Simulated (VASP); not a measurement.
Runs of VASP 6.6.1 on Nb. The structure is that of space group Fd-3m (No. 227), or close to it. The cells are those of the table. 

```csv
cell,k mesh,gap on the mesh (eV),pressure (GPa)
"a = 4.438 Å, angles 60.0°, 2 atoms",10 × 10 × 10,none,(a)
"a = 4.274 Å, angles 60.0°, 2 atoms",9 × 9 × 9,none,0.0
"a = 4.330 Å, angles 60.0°, 2 atoms",10 × 10 × 10,none,-2.1
"a = 4.274 Å, angles 60.0°, 2 atoms",15 × 15 × 15,none,0.0
"a = 4.216 Å, angles 60.0°, 2 atoms",10 × 10 × 10,none,2.5
"a = 4.385 Å, angles 60.0°, 2 atoms",10 × 10 × 10,none,-3.7
"a = 4.156 Å, angles 60.0°, 2 atoms",10 × 10 × 10,none,(b)
"a = 4.095 Å, angles 60.0°, 2 atoms",10 × 10 × 10,none,9.4
```

Alike in all rows: task single point; level BLYP; potentials or basis VASP PAW PBE potentials, release 64 (Nb_sv); no spin polarisation; cutoff (eV) 520; smearing fermi-dirac 0.1 eV.

Estimate the missing entries.

(a) -5.1; (b) 5.7.

Caveats: the PAW data sets were made with another functional, which shifts forces and pressure a little.

A k mesh can miss the band edges, and the runs leave out spin-orbit coupling on Nb.

A gap of «none» marks levels without a gap at the run's occupations.
